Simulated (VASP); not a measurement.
Input of a VASP 6.6.1 run:

The input INCAR:

```
SYSTEM = Si12HNO23
PREC = Accurate ; ENCUT = 520
EDIFF = 1E-7 ; ISMEAR = 0
SIGMA = 0.01 ; LREAL = Auto
LASPH = .TRUE. ; NELM = 120
ALGO = Normal ; ISIF = 2
LWAVE = .FALSE. ; LCHARG = .FALSE.
GGA = PE ; IBRION = 2
NSW = 100 ; EDIFFG = -0.03
GGA_COMPAT = .FALSE. ; NELMIN = 4
```

The input KPOINTS:

```
Automatic mesh
0
Gamma
  1 1 1
  0.25 0.25 0.25
```

The input POSCAR:

```
Si12HNO23
1.0
   -2.5104095100      4.3481568300      5.5092742100
    5.0208190300      0.0000000000      5.5092742100
    5.0208190300      8.6963136500      0.0000000000
Si O N H
12 23 1 1
Direct
    0.4049040000      0.9284293300      0.0357853300
    0.9049040000      0.4284293300      0.2857853300
    0.0000000000      0.0000000000      0.2617626700
    0.5000000000      0.5000000000      0.0117626700
    0.0950960000      0.5715706700      0.4524520000
    0.5950960000      0.0715706700      0.2024520000
    0.4049040000      0.9284293300      0.5357853300
    0.9049040000      0.4284293300      0.7857853300
    0.0000000000      0.0000000000      0.7617626700
    0.5000000000      0.5000000000      0.5117626700
    0.0950960000      0.5715706700      0.9524520000
    0.5950960000      0.0715706700      0.7024520000
    0.0622038000      0.4766467000      0.3409667000
    0.5622038000      0.9766467000      0.0909667000
    0.0640233200      0.8081605100      0.3886982900
    0.5640233200      0.3081605100      0.1386982900
    0.1820486300      0.0234685400      0.1161971300
    0.3179513700      0.4765314600      0.4689557200
    0.8179513700      0.9765314600      0.2189557200
    0.4359766800      0.6918394900      0.0747902100
    0.9359766800      0.1918394900      0.3247902100
    0.4377962000      0.0233533000      0.3603919500
    0.9377962000      0.5233533000      0.1103919500
    0.0622038000      0.4766467000      0.8409667000
    0.5622038000      0.9766467000      0.5909667000
    0.0640233200      0.8081605100      0.8886982900
    0.5640233200      0.3081605100      0.6386982900
    0.1820486300      0.0234685400      0.6161971300
    0.6820486300      0.5234685400      0.8661971300
    0.3179513700      0.4765314600      0.9689557200
    0.8179513700      0.9765314600      0.7189557200
    0.4359766800      0.6918394900      0.5747902100
    0.9359766800      0.1918394900      0.8247902100
    0.4377962000      0.0233533000      0.8603919500
    0.9377962000      0.5233533000      0.6103919500
    0.6820486300      0.5234685400      0.3661971300
    0.5379000000      0.6006220000      0.4197980000
```

Potentials or basis: VASP PAW PBE potentials, release 64 (Si, O, N, H).

Command:

```bash
$ cat potpaw_PBE.64/Si/POTCAR potpaw_PBE.64/O/POTCAR potpaw_PBE.64/N/POTCAR potpaw_PBE.64/H/POTCAR > POTCAR
$ mpirun -np 1 vasp_std > vasp.out
```

Task: Estimate the band gap on the k mesh.

Result: 5.36 eV.

Forces in eV/Å, atoms in the order of the input:
```
Si  -0.001  0.005  0.006
Si   0.004  0.006  0.009
Si  -0.005 -0.009 -0.002
Si   0.002  0.008  0.005
Si   0.017  0.005  0.007
Si  -0.007  0.000 -0.012
Si  -0.003  0.004 -0.002
Si  -0.009  0.011 -0.005
Si  -0.002 -0.005  0.003
Si  -0.017  0.005 -0.003
Si   0.015 -0.018  0.003
Si  -0.004  0.011 -0.003
O    0.002  0.001 -0.013
O   -0.008 -0.016 -0.002
O   -0.001 -0.001  0.005
O    0.016 -0.004  0.008
O   -0.001 -0.001  0.002
O    0.001 -0.005  0.006
O   -0.008  0.009  0.014
O   -0.004  0.001  0.004
O   -0.007  0.002 -0.007
O   -0.010  0.005  0.009
O   -0.001 -0.006  0.001
O   -0.004 -0.002 -0.006
O   -0.005  0.007 -0.004
O   -0.006  0.005  0.004
O   -0.006  0.003 -0.015
O    0.016  0.000 -0.005
O   -0.010 -0.004 -0.004
O    0.000 -0.004  0.002
O    0.007 -0.008  0.002
O    0.013  0.001  0.006
O    0.003 -0.006  0.003
O   -0.002 -0.008  0.006
O    0.011  0.009  0.007
N    0.020  0.013 -0.012
H   -0.004 -0.013 -0.015
```

Caveat: the k points lie up to 0.92 Å⁻¹ apart, too coarse for converged energies, forces and pressures.
